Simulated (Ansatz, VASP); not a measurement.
## Two plane-wave programs on BiS

Contents of INCAR:

```
PREC = Accurate
ENCUT = 500
EDIFF = 1E-7
ISMEAR = -1
SIGMA = 0.05
LREAL = False
LASPH = True
NELM = 120
ALGO = Normal
ISIF = 3
LWAVE = False
LCHARG = False
GGA = B5
ALDAX = 1.0
AGGAX = 1.0
AGGAC = 1.0
ALDAC = 0.0
IBRION = 2
NSW = 60
EDIFFG = -0.01
GGA_COMPAT = False
NELMIN = 4
```

File KPOINTS:

```
Automatic mesh
0
Gamma
  7 7 7
```

File POSCAR:

```
BiS
1.0
    4.0029443400      0.0000000000      0.0000000000
    0.0000000000      4.0029443400      0.0000000000
    0.0000000000      0.0000000000      4.0029443400
Bi S
1 1
Direct
    0.5000000000      0.5000000000      0.5000000000
    0.0000000000      0.0000000000      0.0000000000
```

The input input.yaml:

```yaml
crystal:
  lattice:
    - [4.00294434, 0.0, 0.0]
    - [0.0, 4.00294434, 0.0]
    - [0.0, 0.0, 4.00294434]
  atoms:
    - { symbol: Bi, position: [0.5, 0.5, 0.5] }
    - { symbol: S, position: [0.0, 0.0, 0.0] }
hamiltonian:
  xc: blyp
  pseudopotentials: { kind: paw }
kpoints:
  mp_grid: { grid: [7, 7, 7] }
scf:
  occupations: { method: fermi_dirac, width: 0.05 }
output:
  forces: true
  stress: true
  eigenvalues: true
  write_density: true
  write_potential: true
  elf: true
  volumetric_format: npy
relax:
  f_tol: 0.01
  max_steps: 40
  cell: { stress_tol: 0.05 }
```

Alike in both runs: task relaxation of cell and atoms; functional BLYP; k mesh 7 × 7 × 7; occupations fermi-dirac, width 0.05 eV; no spin polarisation.

|  | VASP | Ansatz |
| --- | --- | --- |
| version | VASP 6.6.1 | Ansatz 0.2.0 |
| potentials or method | VASP PAW PBE potentials, release 64 (Bi_d, S) | Ansatz PAW |
| plane-wave cutoff (eV) | 500 | 420 |
| valence electrons in the cell | 21 | 21 |

Ansatz gave:

| Property | Result |
| --- | --- |
| gap on the k mesh at the Fermi level, each at its own relaxed structure (eV) | none |
| relaxed volume (Å³/atom) | 25.19 |
| relaxed cell length with the largest relative difference (Å) | 3.693 |

Q: Estimate VASP's values.

A: gap on the k mesh at the Fermi level, each at its own relaxed structure (eV): none; relaxed volume (Å³/atom): 25.23; relaxed cell length with the largest relative difference (Å): 3.695.

VASP's potentials were made for PBE, not for BLYP. A gap of «none» marks a metal or a gap that the smearing closes.

Neither program's run includes spin-orbit coupling. Noted on VASP's run: the volume moved by over 15 % at a fixed basis, so the end points are rough. Noted on Ansatz's run: the volume moved by over 15 % at a fixed basis, so the end points are rough; the plane-wave basis is chosen anew once the cell has moved, so the energies of steps on either side of that aren't comparable.
